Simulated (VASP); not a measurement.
Wanted: the native input for a VASP 6.6.1 run.

```
Task                   : single point
Functional             : LDA
Potentials or basis    : VASP PAW LDA potentials, release 64 (Al)
Cutoff                 : 520 eV
k mesh                 : 12 × 12 × 12
Occupations            : fermi-dirac, width 0.08 eV
Spin                   : no spin polarisation
Dipole correction      : no
Further INCAR settings : ALGO = Normal; EDIFF = 1e-06; NBANDS = 10
```

The structure of Al lies in POSCAR:

```
Al
1.0
    0.0000000000      2.8193153329      2.8193153329
    2.8193153329      0.0000000000      2.8193153329
    2.8193153329      2.8193153329      0.0000000000
Al
2
Direct
   -0.1250000000     -0.1250000000     -0.1250000000
    0.1250000000      0.1250000000      0.1250000000
```

This cell differs from its parent crystal: volume scaled by 0.85.

These files were run (other wordings do the same):

INCAR

```
SYSTEM = Al
  PREC = Accurate
  ENCUT = 520
  EDIFF = 1E-6
  ISMEAR = -1
  SIGMA = 0.08
  LREAL = .False.
  LASPH = .True.
  NELM = 100
  ALGO = Normal
  ISIF = 2
  LWAVE = .False.
  LCHARG = .False.
  GGA = CA
  NBANDS = 10
```

KPOINTS

```
regular mesh
0
Gamma
  12 12 12
  0 0 0
```

Potentials or basis: VASP PAW LDA potentials, release 64 (Al).

Run with:

```console
$ cat potpaw_LDA.64/Al/POTCAR > POTCAR
$ mpirun -np 1 vasp_std > vasp.out
```

It gave:

The pressure is 9.4 GPa. The band gap on the k mesh is zero (band 3 reaches 6.58 eV, above the bottom of band 4 at 2.27 eV).

Run time: 19 s on 1 thread of Intel(R) Xeon(R) Platinum 8259CL CPU @ 2.50GHz (Skylake/Cascade Lake), on a shared host, peak memory 0.15 GiB.
